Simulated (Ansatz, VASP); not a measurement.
One calculation of Se, two programs

File INCAR:

```
SYSTEM = Se
AGGAC = 1.0
AGGAX = 1.0
ALDAC = 0.0
ALDAX = 1.0
ALGO = Normal
EDIFF = 1E-6
ENCUT = 520
GGA = B5
ISIF = 2
ISMEAR = -1
LASPH = .True.
LCHARG = .True.
LELF = .True.
LREAL = .False.
LVHAR = .True.
LWAVE = .False.
NBANDS = 16
NELM = 60
PREC = Accurate
SIGMA = 0.05
```

KPOINTS

```
k-points
0
Gamma
  7 7 6
  0 0 0
```

File POSCAR:

```
Se
1.0
    4.3662000000      0.0000000000      0.0000000000
   -2.1831000000      3.7812401180      0.0000000000
    0.0000000000      0.0000000000      4.9536000000
Se
3
Direct
    0.7746000000      0.7746000000      0.0000000000
    0.0000000000      0.2254000000      0.6666666667
    0.2254000000      0.0000000000      0.3333333333
```

File input.yaml:

```yaml
crystal:
  lattice:
    - [4.3662, 0.0, 0.0]
    - [-2.1831, 3.781240118, 0.0]
    - [0.0, 0.0, 4.9536]
  atoms:
    - { symbol: Se, position: [0.7746, 0.7746, 0.0] }
    - { symbol: Se, position: [0.0, 0.2254, 0.6666666667] }
    - { symbol: Se, position: [0.2254, 0.0, 0.3333333333] }
hamiltonian:
  xc: blyp
  pseudopotentials: { kind: paw }
kpoints:
  mp_grid: { grid: [7, 7, 6] }
  band_path:
    path:
      - [[0.0, 0.0, 0.0], [0.5, 0.0, 0.0], [0.3333333333, 0.3333333333, 0.0], [0.0, 0.0, 0.0], [0.0, 0.0, 0.5], [0.5, 0.0, 0.5], [0.3333333333, 0.3333333333, 0.5], [0.0, 0.0, 0.5]]
      - [[0.5, 0.0, 0.5], [0.5, 0.0, 0.0]]
      - [[0.3333333333, 0.3333333333, 0.0], [0.3333333333, 0.3333333333, 0.5]]
    npoints: 14
scf:
  occupations: { method: fermi_dirac, width: 0.05 }
  n_extra_bands: 7
output:
  forces: true
  stress: true
  eigenvalues: true
  fatbands: false
  write_density: true
  write_potential: true
  elf: true
  volumetric_format: npy
```

Alike in both runs: functional BLYP; k mesh 7 × 7 × 6; occupations fermi-dirac, width 0.05 eV; no spin polarisation.

```csv
,VASP,Ansatz
version,VASP 6.6.1,Ansatz 0.2.0
potentials or method,"VASP PAW PBE potentials, release 64 (Se)",Ansatz PAW
plane-wave cutoff (eV),520,420
valence electrons in the cell,18,48
task,single point,band structure
```

|  | VASP | Ansatz | Ansatz less VASP |
| --- | --- | --- | --- |
| gap on the k mesh at the Fermi level (eV) | 1.22 | 1.23 | +0.011 |
| least direct gap on the mesh (eV) | 1.47 | 1.48 | +0.013 |
| pressure (GPa) | 6.5 | 6.2 | -0.28 |
| traceless stress, the component that is largest in VASP (GPa) | 1.92 | 1.81 | -0.103 |
| rms of the force components (eV/Å) | 0.420 | 0.385 | -0.0346 |

VASP's potentials were made for PBE, not for BLYP. Atom by atom the forces differ by 0.035 eV/Å (rms over components). VASP's potentials hold 18 valence electrons a cell and Ansatz's 48, so a difference there can come from the potentials and not from the codes.

Noted on Ansatz's run: the k mesh misses the band edges, so the gap on the mesh is wider than the one along the path.
